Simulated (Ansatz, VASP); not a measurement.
C: VASP beside Ansatz

Contents of INCAR:

```
ALGO = Normal
EDIFF = 1E-6
ENCUT = 520
GGA = PE
ISIF = 2
ISMEAR = 0
IVDW = 12
LASPH = True
LCHARG = False
LREAL = False
LWAVE = False
NBANDS = 11
NELM = 60
PREC = Accurate
SIGMA = 0.15
```

KPOINTS

```
k-points
0
Gamma
  21 21 12
```

Contents of POSCAR:

```
C
1.0
    2.4646600538      0.0000000000      0.0000000000
   -1.2323300269      2.1344582183      0.0000000000
    0.0000000000      0.0000000000      3.5719697732
C
2
Direct
    0.3192782444      0.6385564889      0.0000000000
    0.6807217556      0.3614435111      0.0000000000
```

Input for Ansatz:

```yaml
crystal:
  lattice:
    - [2.4646600538, 0.0, 0.0]
    - [-1.2323300269, 2.1344582183, 0.0]
    - [0.0, 0.0, 3.5719697732]
  atoms:
    - { symbol: C, position: [0.3192782444, 0.6385564889, 0.0] }
    - { symbol: C, position: [0.6807217556, 0.3614435111, 0.0] }
basis:
  ecutwfc: 520.0
kpoints:
  mp_grid: { grid: [21, 21, 12] }
hamiltonian:
  xc: pbe
  pseudopotentials: { kind: paw, azcp: { folder: soft_1 } }
  dispersion: d3bj
scf:
  occupations: { method: gaussian, width: 0.15 }
output:
  forces: true
  stress: true
  eigenvalues: true
```

Change from the starting cell: mode 6 frozen in at -0.060 Å, equal normal strain along x, y and z +0.0000.

Alike in both runs: task single point; functional PBE; dispersion D3(BJ); k mesh 21 × 21 × 12; occupations gaussian, width 0.15 eV; no spin polarisation.

|  | VASP | Ansatz |
| --- | --- | --- |
| version | VASP 6.6.1 | Ansatz 0.2.0 |
| potentials or method | VASP PAW PBE potentials, release 64 (C), cutoff 520 eV | scalar-relativistic, plane waves, PAW |
| valence electrons in the cell | 8 | 8 |

Ansatz gave:

- gap on the k mesh at the Fermi level (eV): none
- pressure (GPa): 5.3
- traceless stress, the component that is largest in VASP (GPa): 13.42
- rms of the force components (eV/Å): 3.169

Problem. Estimate VASP's values.

Solution. gap on the k mesh at the Fermi level (eV): none; pressure (GPa): 5.7; traceless stress, the component that is largest in VASP (GPa): 13.83; rms of the force components (eV/Å): 3.173.

Atom by atom the forces differ by 0.004 eV/Å (rms over components). A gap of «none» marks a metal or a gap that the smearing closes.
